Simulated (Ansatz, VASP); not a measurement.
# Two plane-wave programs on LiF

```
Li F
1.0
     3.10944    0.00000    0.00000
    -1.55472    2.69285    0.00000
     0.00000    0.00000    4.95396
Li F
2 2
Direct
  0.33333 0.66667 0.42187
  0.66667 0.33333 0.92187
  0.33333 0.66667 0.99393
  0.66667 0.33333 0.49393
```

Alike in both runs: task single point; functional PBE; k mesh 9 × 9 × 6; occupations gaussian, width 0.05 eV; no spin polarisation.

|  | VASP | Ansatz |
| --- | --- | --- |
| version | VASP 6.6.1 | Ansatz 0.2.0 |
| potentials or method | VASP PAW PBE potentials, release 64 (Li_sv, F), cutoff 520 eV | scalar-relativistic, plane waves, PAW |
| valence electrons in the cell | 20 | 20 |

VASP gave:

```
gap on the k mesh at the Fermi level (eV) : 7.42
least direct gap on the mesh (eV)         : 7.42
rms of the force components (eV/Å)        : 0.167
```

Question: Which values does Ansatz return?

Answer: gap on the k mesh at the Fermi level (eV): 7.43; least direct gap on the mesh (eV): 7.43; rms of the force components (eV/Å): 0.160.

Atom by atom the forces differ by 0.007 eV/Å (rms over components).

Noted on VASP's run: the cutoff is short for stress, so the pressure is rough.
